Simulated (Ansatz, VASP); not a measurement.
One calculation of In, two programs

```
CELL_PARAMETERS angstrom
2.61231 0.00000 0.00000
0.00000 2.61231 0.00000
0.00000 0.00000 2.61231
ATOMIC_POSITIONS crystal
In 0.00000 0.00000 0.00000
```

Change from the starting cell: volume scaled by 0.68, PAW files.

Alike in both runs: task single point; functional LDA; k mesh 14 × 14 × 14; occupations fermi-dirac, width 0.05 eV; no spin polarisation.

|  | VASP | Ansatz |
| --- | --- | --- |
| version | VASP 6.6.1 | Ansatz 0.2.0 |
| potentials or method | VASP PAW LDA potentials, release 64 (In_d) | PAW with Ansatz's default frozen-core files, scalar-relativistic |
| plane-wave cutoff (eV) | 520 | 420 |
| valence electrons in the cell | 13 | 13 |

|  | VASP | Ansatz | Ansatz less VASP |
| --- | --- | --- | --- |
| pressure (GPa) | 48.3 | 47.7 | -0.61 |

LDA's correlation is that of Perdew and Zunger in VASP and of Perdew and Wang (1992) in Ansatz. Both programs put the cell under a high pressure, so it lies far from rest at this level.
